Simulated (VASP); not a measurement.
# TaNb2N3 (R-3m) in VASP: further runs, part 2 of 3

VASP 6.6.1. The steps go on from the part before.

## (3) Single point, PBE

This run uses another cell than the first one, of 15.86 Å³/atom.

Contents of INCAR:

```
PREC = Accurate
ENCUT = 520
EDIFF = 1E-7
ISMEAR = 0
SIGMA = 0.1
LREAL = F
LASPH = T
NELM = 100
ALGO = Normal
ISIF = 2
LWAVE = F
LCHARG = F
GGA = PE
NBANDS = 35
```

Contents of KPOINTS:

```
regular mesh
0
Gamma
  6 6 6
```

Contents of POSCAR:

```
TaNb2N3
1.0
    2.5221047923      1.4561378831      4.3183601089
   -2.5221047923      1.4561378831      4.3183601089
    0.0000000000     -2.9122757591      4.3183601113
Ta Nb N
1 2 3
Direct
    0.5000000000      0.5000000000      0.5000000000
    0.7384103576      0.7384103576      0.7384103576
    0.2615896424      0.2615896424      0.2615896424
    0.0000000000      0.0000000000      0.5000000000
    0.5000000000      0.0000000000      0.0000000000
    0.0000000000      0.5000000000      0.0000000000
```

Potentials or basis: VASP PAW PBE potentials, release 64 (Ta_pv, Nb_sv, N).

Started as:

```console
$ cat potpaw_PBE.64/Ta_pv/POTCAR potpaw_PBE.64/Nb_sv/POTCAR potpaw_PBE.64/N/POTCAR > POTCAR
$ mpirun -np 1 vasp_std > vasp.out
```

OUTCAR:

```text
PREC = Accurate
   ENCUT = 520
   EDIFF = 1E-7
   ISMEAR = 0
   LREAL = F
   LASPH = T
   NELM = 100
   ISIF = 2
   GGA = PE

 ion  position               nearest neighbor table
   1  0.500  0.500  0.500-   5 2.52   6 2.52   5 2.52   6 2.52   4 2.52   4 2.52   2 3.09   3 3.09
                             3 3.16   2 3.16   3 3.16   2 3.16   2 3.16   3 3.16
   2  0.738  0.738  0.738-   4 1.91   5 1.91   6 1.91   1 3.09   1 3.16   1 3.16   1 3.16
   3  0.262  0.262  0.262-   4 1.91   5 1.91   6 1.91   1 3.09   1 3.16   1 3.16   1 3.16
   4  0.000  0.000  0.500-   2 1.91   3 1.91   1 2.52   1 2.52
   5  0.500  0.000  0.000-   2 1.91   3 1.91   1 2.52   1 2.52
   6  0.000  0.500  0.000-   2 1.91   3 1.91   1 2.52   1 2.52

  LATTYP: Found a trigonal (rhomboedric) cell.
 ALAT       =     5.2086067377
 COS(alpha) =     0.5310644978

  Lattice vectors:

 A1 = (   2.5221047923,   1.4561378831,   4.3183601089)
 A2 = (  -2.5221047923,   1.4561378831,   4.3183601089)
 A3 = (   0.0000000000,  -2.9122757591,   4.3183601113)

Analysis of symmetry for initial positions (statically):
=====================================================================
 Subroutine PRICEL returns:
 Original cell was already a primitive cell.

 Routine SETGRP: Setting up the symmetry group for a
 trigonal (rhombohedral) supercell.

 Subroutine GETGRP returns: Found 12 space group operations
 (whereof 12 operations were pure point group operations)
 out of a pool of 12 trial point group operations.

The static configuration has the point symmetry D_3d.

Analysis of symmetry for dynamics (positions and initial velocities):
=====================================================================
 Subroutine PRICEL returns:
 Original cell was already a primitive cell.

 Routine SETGRP: Setting up the symmetry group for a
 trigonal (rhombohedral) supercell.

 Subroutine GETGRP returns: Found 12 space group operations
[... 126 lines left out ...]
   ISMEAR =     0;   SIGMA  =   0.10  broadening in eV -4-tet -1-fermi 0-gaus
   EFERMI_NEDOS =   21; number of points for ismear=-14 and -15
   IALGO  =     38    algorithm
   IMIX   =      4    mixing-type and parameters
     AMIX     =   0.40;   BMIX     =  1.00
     AMIX_MAG =   1.60;   BMIX_MAG =  1.00
  volume/ion in A,a.u.               =      15.86       107.02
  Fermi-wavevector in a.u.,A,eV,Ry     =   1.338435  2.529276 24.373598  1.791409
  Thomas-Fermi vector in A             =   2.466906
   LORBIT       =      0    0 simple, 1 ext, 2 COOP (PROOUT), +10 PAW based schemes
   GGA     = PE    functional components
   LHFCALC =     F    Hartree Fock is set to
   AEXX    =    0.0000 exact exchange contribution
   IVDW    =     0    specifies the selected vdW correction
   LEPSILON=     F    determine dielectric tensor
   LRPA    =     F    only Hartree local field effects (RPA)
 non-spin polarized calculation
 Gauss-broadening in eV      SIGMA  =   0.10
  energy-cutoff  :      520.00
  volume of cell :       95.16
 maximum number of plane-waves:      2583
   NGX = 19   NGY = 19   NGZ = 19

 number of electron      51.9999994 magnetization

 Free energy of the ion-electron system (eV)
  ---------------------------------------------------
  ext. energy  EPLUGINS =         0.00000000
  ---------------------------------------------------
  free energy    TOTEN  =       -56.16321346 eV

  energy without entropy =      -56.14416806  energy(sigma->0) =      -56.15369076

 E-fermi :   6.1883     XC(G=0): -10.8487

 val. band max:        6.1829366980   @ k =   0.3333  -0.0000   0.0000
 cond. band min:       6.1988612788   @ k =  -0.3333  -0.3333   0.1667
 fundamental gap:      0.0159245808
 Fermi energy:         6.1883339408

 k-point     1 :       0.0000    0.0000    0.0000
  band No.  band energies     occupation
      1     -49.0025      2.00000
      2     -48.9815      2.00000
      3     -29.4062      2.00000
      4     -29.4062      2.00000
      5     -28.9152      2.00000
      6     -25.3791      2.00000
[... 901 lines left out ...]
     34       9.5681      0.00000
     35       9.9921      0.00000

 [... further k-points ...]
[... 5 lines left out ...]
  --------------------------------------------------------------------------------------
  -------------------------------------------------------------------------------------
  Total       -0.1549829     -0.1549829     -0.2016234      0.0000000     -0.0000000     -0.0000000
  in kB       -2.6095085     -2.6095085     -3.3948126      0.0000000     -0.0000000     -0.0000000
  external PRESSURE =      -2.8712765 kB  Pullay stress =       0.0000000 kB

 VOLUME and BASIS-vectors are now :
 -----------------------------------------------------------------------------
  energy-cutoff  :      520.00
  volume of cell :       95.16
      direct lattice vectors                 reciprocal lattice vectors
     2.522104792  1.456137883  4.318360109     0.198247115  0.114458026  0.077189795
    -2.522104792  1.456137883  4.318360109    -0.198247115  0.114458026  0.077189795
     0.000000000 -2.912275759  4.318360111     0.000000000 -0.228916051  0.077189796

 POSITION                                       TOTAL-FORCE (eV/Angst)
 -----------------------------------------------------------------------------------
      0.00000      0.00000      6.47754        -0.000000      0.000000      0.000000
      0.00000      0.00000      9.56617         0.000000      0.000000      0.051986
      0.00000      0.00000      3.38891         0.000000     -0.000000     -0.051986
      0.00000     -1.45614      2.15918         0.000000      0.000000      0.000000
      1.26105      0.72807      2.15918         0.000000     -0.000000      0.000000
     -1.26105      0.72807      2.15918         0.000000      0.000000      0.000000
 -----------------------------------------------------------------------------------
    total drift:                                0.000000     -0.000000      0.000000

  FREE ENERGIE OF THE ION-ELECTRON SYSTEM (eV)
  ---------------------------------------------------
  free  energy   TOTEN  =       -56.1632134601 eV

  energy  without entropy=      -56.1441680641  energy(sigma->0) =      -56.15369076
```

Run time: 84 s. Hardware: 1 thread of Intel Xeon 6975P-C (Granite Rapids), shared host; peak memory 0.29 GiB.

What came out:

| Quantity | Value |
| --- | --- |
| Free energy | -56.1632 eV |
| Pressure | -0.3 GPa |
| Largest force | 0.052 eV/Å |
| Band gap on the k mesh | zero (bands 26 and 27 overlap by 0.52 eV) |

Forces on the atoms (eV/Å):
```
Ta   0.000  0.000  0.000
Nb   0.000  0.000  0.052
Nb   0.000  0.000 -0.052
N    0.000  0.000  0.000
N    0.000  0.000  0.000
N    0.000  0.000  0.000
```

Caveat: spin-orbit coupling is left out, which moves the levels of the heavy elements.

## (4) Relaxation of cell and atoms, PBE

Contents of INCAR:

```
SYSTEM = TaNb2N3
PREC = Accurate
ENCUT = 600
EDIFF = 1E-7
ISMEAR = 0
SIGMA = 0.1
LREAL = .FALSE.
LASPH = .TRUE.
NELM = 80
ALGO = Normal
ISIF = 3
LWAVE = .FALSE.
LCHARG = .FALSE.
GGA = PE
IBRION = 2
NSW = 90
EDIFFG = -0.04
```

Contents of KPOINTS:

```
regular mesh
0
G
  6 6 6
  0 0 0
```

Contents of POSCAR:

```
TaNb2N3
1.0
    2.7582752300      1.5924909500      3.0459502800
   -2.7582752300      1.5924909500      3.0459502800
    0.0000000000     -3.1849818900      3.0459502800
Ta Nb N
1 2 3
Direct
    0.5000000000      0.5000000000      0.5000000000
    0.7585994200      0.7585994200      0.7585994200
    0.2414005800      0.2414005800      0.2414005800
    0.0000000000      0.0000000000      0.5000000000
    0.5000000000      0.0000000000      0.0000000000
    0.0000000000      0.5000000000      0.0000000000
```

Started as:

```console
$ cat potpaw_PBE.64/Ta_pv/POTCAR potpaw_PBE.64/Nb_sv/POTCAR potpaw_PBE.64/N/POTCAR > POTCAR
$ mpirun -np 1 vasp_std > vasp.out
```

Run time: 14 min. Hardware: 1 thread of Intel Xeon 6975P-C (Granite Rapids), shared host; peak memory 0.27 GiB.

The run converged. Its results:

```yaml
Free_energy: -55.9528 eV
Relaxed_volume: 15.58 Å³/atom
Relaxed_cell: a = 5.123 Å, b = 5.123 Å, c = 5.123 Å, α = 59.25°, β = 59.25°, γ = 59.25°
Space_group_after_relaxing_to_0.1_Å: R-3m (No. 166)
Pressure_after_relaxing: 0.2 GPa
Largest_force_after_relaxing: 0.036 eV/Å
Band_gap_on_the_k_mesh: zero (bands 26 and 27 overlap by 0.48 eV)
```

Forces on the atoms (eV/Å):
```
Ta   0.000  0.000  0.000
Nb   0.000  0.000  0.036
Nb   0.000  0.000 -0.036
N    0.000  0.000  0.000
N    0.000  0.000  0.000
N    0.000  0.000  0.000
```

Stress tensor (GPa, compression positive):
```
 0.40  0.00  0.00
 0.00  0.40  0.00
 0.00  0.00 -0.33
```

Final structure:
```xyz
6
Lattice="2.5327 1.4622 4.2067 -2.5327 1.4622 4.2067 0.0000 -2.9245 4.2067" Properties=species:S:1:pos:R:3 pbc="T T T"
Ta    0.0000    0.0000    6.3100
Nb    0.0000    0.0000    9.3002
Nb    0.0000    0.0000    3.3198
N     0.0000    1.4622   10.5167
N    -1.2663   -0.7311   10.5167
N     1.2663   -0.7311   10.5167
```

Levels at points of the mesh, in eV from the Fermi level:
| k point | band 23 | band 24 | band 25 | band 26 | band 27 | band 28 | band 29 | band 30 |
| --- | --- | --- | --- | --- | --- | --- | --- | --- |
| (0.00, 0.00, 0.00) | -1.71 | -0.77 | -0.47 | -0.47 | 0.10 | 0.76 | 0.76 | 1.85 |
| (0.50, 0.00, 0.00) | -1.90 | -1.11 | -0.74 | 0.17 | 0.85 | 1.07 | 1.34 | 2.85 |
| (0.50, 0.50, 0.00) | -2.17 | -0.87 | -0.61 | -0.44 | 0.22 | 0.48 | 1.30 | 1.49 |
| (0.50, 0.50, 0.50) | -1.81 | -0.74 | -0.61 | -0.61 | 0.93 | 0.93 | 1.45 | 2.02 |

Caveat: the volume moved by over 15 % at a fixed basis, so the end points are rough; spin-orbit coupling is left out, which moves the levels of the heavy elements.

(Continued in part 3 of 3.)

The gap in the log of VASP goes by the Fermi energy; the results here count the filled bands.